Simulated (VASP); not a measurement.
# Li (R-3m) in VASP: a series of runs

The runs below take Li through single point, with PBEsol.

All numbers are computed with VASP 6.6.1; they aren't measurements. Logs are shortened: lines on timing, memory, paths and dates and some standing lists are left out, and cuts for length are marked.

## 1. The cell of the first run

It takes space group R-3m (No. 166, trigonal). The conventional cell has a = 3.101 Å, b = 3.101 Å, c = 23.448 Å, α = 90.00°, β = 90.00°, γ = 120.00°. Within 4.1 Å of Li (site symmetry -3m) lie 12 Li at 3.10 to 3.17 Å. Li (site symmetry 3m) has 12 Li at 3.10 to 3.17 Å within 4.1 Å.

## 2. Single point, PBEsol (zz strain of +3 %)

The input, INCAR:

```
SYSTEM = Li
  PREC = Accurate
  ENCUT = 520
  EDIFF = 1E-6
  ISMEAR = -1
  SIGMA = 0.05
  LREAL = .False.
  LASPH = .True.
  NELM = 100
  ALGO = Normal
  ISIF = 2
  LWAVE = .False.
  LCHARG = .False.
  GGA = PS
  NBANDS = 12
```

The input, KPOINTS:

```
regular mesh
0
Gamma
  12 12 12
  0 0 0
```

The input, POSCAR:

```
Li
1.0
    1.5504989657      0.8951809952      7.8159490000
   -1.5504989657      0.8951809952      7.8159490000
    0.0000000000     -1.7903619905      7.8159490000
Li
3
Direct
    0.0000000000      0.0000000000      0.0000000000
    0.2220000000      0.2220000000      0.2220000000
    0.7780000000      0.7780000000      0.7780000000
```

Potentials or basis: VASP PAW PBE potentials, release 64 (Li_sv).

Started as:

```
cat potpaw_PBE.64/Li_sv/POTCAR > POTCAR
mpirun -np 1 vasp_std > vasp.out
```

OUTCAR:

```text
SYSTEM = Li
   PREC = Accurate
   ENCUT = 520
   EDIFF = 1E-6
   ISMEAR = -1
   LREAL = .False.
   LASPH = .True.
   NELM = 100
   ISIF = 2
   GGA = PS

 ion  position               nearest neighbor table
   1  0.000  0.000  0.000-
   2  0.222  0.222  0.222-
   3  0.778  0.778  0.778-

  LATTYP: Found a trigonal (rhomboedric) cell.
 ALAT       =     8.0183823074
 COS(alpha) =     0.9252175931

  Lattice vectors:

 A1 = (   1.5504989657,   0.8951809952,   7.8159490000)
 A2 = (  -1.5504989657,   0.8951809952,   7.8159490000)
 A3 = (   0.0000000000,  -1.7903619905,   7.8159490000)

Analysis of symmetry for initial positions (statically):
=====================================================================
 Subroutine PRICEL returns:
 Original cell was already a primitive cell.

 Routine SETGRP: Setting up the symmetry group for a
 trigonal (rhombohedral) supercell.

 Subroutine GETGRP returns: Found 12 space group operations
 (whereof 12 operations were pure point group operations)
 out of a pool of 12 trial point group operations.

The static configuration has the point symmetry D_3d.

Analysis of symmetry for dynamics (positions and initial velocities):
=====================================================================
 Subroutine PRICEL returns:
 Original cell was already a primitive cell.

 Routine SETGRP: Setting up the symmetry group for a
 trigonal (rhombohedral) supercell.

 Subroutine GETGRP returns: Found 12 space group operations
 (whereof 12 operations were pure point group operations)
 out of a pool of 12 trial point group operations.

The dynamic configuration has the point symmetry D_3d.

 Subroutine INISYM returns: Found 12 space group operations
 (whereof 12 operations are pure point group operations),
 and found     1 'primitive' translations

----------------------------------------------------------------------------------------

                                     Primitive cell

  volume of cell :      65.0902

  direct lattice vectors                    reciprocal lattice vectors
     1.550498966  0.895180995  7.815949000     0.322476836  0.186182088  0.042647839
    -1.550498966  0.895180995  7.815949000    -0.322476836  0.186182088  0.042647839
     0.000000000 -1.790361990  7.815949000     0.000000000 -0.372364176  0.042647839

  length of vectors
     8.018382307  8.018382307  8.018382307     0.374798502  0.374798502  0.374798502

[... 90 lines left out ...]
   POTIM  = 0.5000    time-step for ionic-motion
   TEBEG  =    0.0;   TEEND  =   0.0 temperature during run
   PSTRESS=    0.0 pullay stress
   NELECT =       9.0000    total number of electrons
   NUPDOWN=      -1.0000    fix difference up-down
   EMIN   =  10.00;   EMAX   =-10.00  energy-range for DOS
   EFERMI =   0.00;   METHOD = LEGACY
   ISMEAR =    -1;   SIGMA  =   0.05  broadening in eV -4-tet -1-fermi 0-gaus
   EFERMI_NEDOS =   21; number of points for ismear=-14 and -15
   IALGO  =     38    algorithm
   IMIX   =      4    mixing-type and parameters
     AMIX     =   0.40;   BMIX     =  1.00
     AMIX_MAG =   1.60;   BMIX_MAG =  1.00
  volume/ion in A,a.u.               =      21.70       146.42
  Fermi-wavevector in a.u.,A,eV,Ry     =   0.846546  1.599740  9.750481  0.716640
  Thomas-Fermi vector in A             =   1.961910
   LORBIT       =      0    0 simple, 1 ext, 2 COOP (PROOUT), +10 PAW based schemes
   GGA     = PS    functional components
   LHFCALC =     F    Hartree Fock is set to
   AEXX    =    0.0000 exact exchange contribution
   IVDW    =     0    specifies the selected vdW correction
   LEPSILON=     F    determine dielectric tensor
   LRPA    =     F    only Hartree local field effects (RPA)
 non-spin polarized calculation
  energy-cutoff  :      520.00
  volume of cell :       65.09
 maximum number of plane-waves:      1770
   NGX = 29   NGY = 29   NGZ = 29

 number of electron       8.9999990 magnetization

 Free energy of the ion-electron system (eV)
  ---------------------------------------------------
  ext. energy  EPLUGINS =         0.00000000
  ---------------------------------------------------
  free energy    TOTEN  =        -5.89523042 eV

  energy without entropy =       -5.88237039  energy(sigma->0) =       -5.88880040

 E-fermi :   0.4198     XC(G=0):  -6.8538

 val. band max:        0.4163712672   @ k =   0.5000   0.4167   0.4167
 cond. band min:       0.4421453993   @ k =  -0.1667  -0.3333   0.0833
 fundamental gap:      0.0257741322
 Fermi energy:         0.4197633813

 k-point     1 :       0.0000    0.0000    0.0000
  band No.  band energies     occupation
      1     -45.5901      2.00000
      2     -45.5796      2.00000
      3     -45.5754      2.00000
      4      -3.0216      2.00000
      5      -1.1869      2.00000
      6      -1.1852      2.00000
      7       5.5083      0.00000
      8       5.5342      0.00000
      9      12.9890      0.00000
     10      12.9890      0.00000
     11      13.1082      0.00000
     12      13.1082      0.00000
[... 331 lines left out ...]
 k-point    24 :      -0.4167    0.1667    0.0000
  band No.  band energies     occupation
      1     -45.5767      2.00000
      2     -45.5681      2.00000
      3     -45.5667      2.00000
      4       0.8768      0.00021
      5       1.6179      0.00000
      6       1.8901      0.00000
      7       3.9867      0.00000
      8       4.1805      0.00000
      9       4.7746      0.00000
     10       6.6168      0.00000
     11       7.1663      0.00000
     12       8.5204      0.00000

 [... further k-points ...]

------------------------ aborting loop because EDIFF is reached ----------------------------------------

  FORCE on cell =-STRESS in cart. coord.  units (eV):
  Direction    XX          YY          ZZ          XY          YZ          ZX
  --------------------------------------------------------------------------------------
  -------------------------------------------------------------------------------------
  Total       -0.2637727     -0.2637727     -0.6221623      0.0000000      0.0000000      0.0000000
  in kB       -6.4926968     -6.4926968    -15.3143650      0.0000000      0.0000000      0.0000000
  external PRESSURE =      -9.4332529 kB  Pullay stress =       0.0000000 kB

 VOLUME and BASIS-vectors are now :
 -----------------------------------------------------------------------------
  energy-cutoff  :      520.00
  volume of cell :       65.09
      direct lattice vectors                 reciprocal lattice vectors
     1.550498966  0.895180995  7.815949000     0.322476836  0.186182088  0.042647839
    -1.550498966  0.895180995  7.815949000    -0.322476836  0.186182088  0.042647839
     0.000000000 -1.790361990  7.815949000     0.000000000 -0.372364176  0.042647839

 POSITION                                       TOTAL-FORCE (eV/Angst)
 -----------------------------------------------------------------------------------
      0.00000      0.00000      0.00000         0.000000      0.000000      0.000000
      0.00000     -0.00000      5.20542         0.000000     -0.000000      0.007802
      0.00000     -0.00000     18.24242         0.000000      0.000000     -0.007802
 -----------------------------------------------------------------------------------
    total drift:                               -0.000000     -0.000000      0.000000

  FREE ENERGIE OF THE ION-ELECTRON SYSTEM (eV)
  ---------------------------------------------------
  free  energy   TOTEN  =        -5.8952304206 eV

  energy  without entropy=       -5.8823703877  energy(sigma->0) =       -5.88880040
```

OSZICAR:

```text
N       E                     dE             d eps       ncg     rms          rms(c)
DAV:   1     0.258182318173E+02    0.25818E+02   -0.34644E+03  4536   0.649E+02
DAV:   2     0.316634299361E-02   -0.25815E+02   -0.25031E+02  5376   0.150E+02
DAV:   3    -0.580448695903E+01   -0.58077E+01   -0.57612E+01  8576   0.379E+01
DAV:   4    -0.590129285285E+01   -0.96806E-01   -0.96744E-01  6128   0.836E+00
DAV:   5    -0.590345222019E+01   -0.21594E-02   -0.21592E-02  7076   0.996E-01    0.687E-01
DAV:   6    -0.589784235034E+01    0.56099E-02   -0.22097E-03  7836   0.242E-01    0.387E-01
DAV:   7    -0.589514908504E+01    0.26933E-02   -0.34854E-03  7740   0.333E-01    0.328E-02
DAV:   8    -0.589523325052E+01   -0.84165E-04   -0.10438E-03  6424   0.178E-01    0.327E-02
DAV:   9    -0.589524266987E+01   -0.94194E-05   -0.50933E-05  7372   0.472E-02    0.399E-02
DAV:  10    -0.589523055276E+01    0.12117E-04   -0.22121E-05  8168   0.310E-02    0.188E-03
DAV:  11    -0.589523042062E+01    0.13214E-06   -0.12701E-06  4700   0.871E-03
   1 F= -.58952304E+01 E0= -.58888004E+01  d E =-.128600E-01
```

Run time: 7.1 min. Hardware: 1 thread of Intel Xeon Platinum 8259CL at 2.50GHz (Skylake/Cascade Lake), shared host; peak memory 0.5 GiB.

What came out:

```
Free energy            : -5.8952 eV
Largest force          : 0.008 eV/Å
Band gap on the k mesh : zero (an odd number of electrons rules out a gap without spin polarisation)
```

Forces in eV/Å, atoms in the order of the input:
```
Li   0.000  0.000  0.000
Li   0.000  0.000  0.008
Li   0.000  0.000 -0.008
```

Levels at points of the mesh, in eV from the Fermi level:
```
           k point  band 1  band 2  band 3  band 4  band 5  band 6  band 7  band 8  band 9  band 10
(0.00, 0.00, 0.00)  -46.01  -46.00  -46.00   -3.44   -1.61   -1.60    5.09    5.11   12.57    12.57
(0.50, 0.00, 0.00)  -46.00  -45.99  -45.99    0.04    0.86    1.06    3.59    3.70    4.29     7.88
(0.50, 0.50, 0.00)  -46.00  -45.99  -45.99    0.31    0.39    1.18    3.11    4.23    5.26     6.32
(0.50, 0.50, 0.50)  -46.01  -46.00  -45.99   -2.98   -2.97   -0.11    2.52    9.55    9.59    12.29
```

Caveat: the cell differs from its parent crystal (zz strain of +3 %); the cutoff is under 1.25 times the usual one of these potentials, so pressure, stress and relaxed cells hold a basis-set (Pulay) error; the PAW data sets were made with another functional, which shifts forces and pressure a little.

## 3. Single point, PBEsol (zz strain of -3 %)

The input, INCAR:

```
PREC = Accurate
ENCUT = 520
EDIFF = 1E-6
ISMEAR = -1
SIGMA = 0.05
LREAL = False
LASPH = True
NELM = 80
ALGO = Normal
ISIF = 2
LWAVE = False
LCHARG = True
GGA = PS
LELF = True
LVHAR = True
NBANDS = 12
```

The input, KPOINTS:

```
Automatic mesh
0
Gamma
  12 12 12
```

The input, POSCAR:

```
Li
1.0
    1.5504989657      0.8951809952      7.3606510000
   -1.5504989657      0.8951809952      7.3606510000
    0.0000000000     -1.7903619905      7.3606510000
Li
3
Direct
    0.0000000000      0.0000000000      0.0000000000
    0.2220000000      0.2220000000      0.2220000000
    0.7780000000      0.7780000000      0.7780000000
```

Potentials or basis: VASP PAW PBE potentials, release 64 (Li_sv).

Started as:

```
cat potpaw_PBE.64/Li_sv/POTCAR > POTCAR
mpirun -np 1 vasp_std > vasp.out
```

It took 5.1 min on 1 thread of AMD EPYC 9R45 (Zen 5), shared host; peak memory 0.39 GiB.

The run converged. Its results:

- Free energy: -5.9106 eV
- Largest force: 0.010 eV/Å
- Band gap on the k mesh: zero (an odd number of electrons rules out a gap without spin polarisation)

Forces on the atoms (eV/Å):
```
Li   0.000  0.000  0.000
Li   0.000  0.000  0.010
Li   0.000  0.000 -0.010
```

Levels at points of the mesh, in eV from the Fermi level:
```csv
k point,band 2,band 3,band 4,band 5,band 6,band 7,band 8,band 9
"(0.00, 0.00, 0.00)",-45.89,-45.89,-3.52,-1.48,-1.48,6.06,6.09,12.43
"(0.50, 0.00, 0.00)",-45.88,-45.88,-0.10,0.79,1.04,3.71,3.86,4.50
"(0.50, 0.50, 0.00)",-45.88,-45.88,0.20,0.30,1.13,3.17,4.46,5.57
"(0.50, 0.50, 0.50)",-45.90,-45.88,-3.01,-3.01,0.18,3.18,11.05,11.10
```

Caveat: the cell differs from its parent crystal (zz strain of -3 %); the cutoff is under 1.25 times the usual one of these potentials, so pressure, stress and relaxed cells hold a basis-set (Pulay) error; the PAW data sets were made with another functional, which shifts forces and pressure a little.

[end of part 1 of 2]

The gap in the log of VASP goes by the Fermi energy; the results here count the filled bands.